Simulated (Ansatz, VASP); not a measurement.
TiO2, level by level in two programs

```
Ti O
1.0
     6.19433   -1.89594    0.00000
     6.19433    1.89594    0.00000
    -1.94110    0.00000    6.37088
Ti O
4 8
Cartesian
  10.5885 0.0000 1.8450
  1.8685 0.0000 1.8078
  -0.1410 0.0000 4.5259
  8.5790 0.0000 4.5631
  3.9143 0.0000 1.8692
  1.9977 0.0000 4.1570
  8.8113 0.0000 6.3409
  8.4499 0.0000 2.2139
  10.4428 0.0000 4.0138
  1.6362 0.0000 0.0300
  6.5332 0.0000 4.5017
  0.0047 0.0000 2.3571
```

Single points on this cell with VASP 6.6.1 and Ansatz 0.2.0. Each row is one pair of runs. Alike in all rows: spin: off; k mesh: 8 × 8 × 4; smearing: fermi-dirac, width 0.05 eV; VASP's potentials, cutoff: VASP PAW PBE potentials, release 64 (Ti_sv, O), 520 eV.

```csv
level,"Ansatz's potentials, cutoff","gap on the k mesh at the Fermi level (eV), VASP","gap on the k mesh at the Fermi level (eV), Ansatz","least direct gap on the mesh (eV), VASP","least direct gap on the mesh (eV), Ansatz","pressure (GPa), VASP","pressure (GPa), Ansatz"
BLYP+D4,"Ansatz PAW, 420 eV",2.64,2.66,2.81,2.83,-5.0,-6.0
revPBE+D4,"Ansatz PAW, 420 eV",?,2.70,?,2.86,?,-8.0
r2SCAN+D4,"Ansatz PAW, 500 eV",3.06,3.04,3.24,3.22,-9.4,-10.4
```

Q: Fill in what VASP gave in row 2.

A: gap on the k mesh at the Fermi level (eV): 2.68; least direct gap on the mesh (eV): 2.84; pressure (GPa): -7.5.
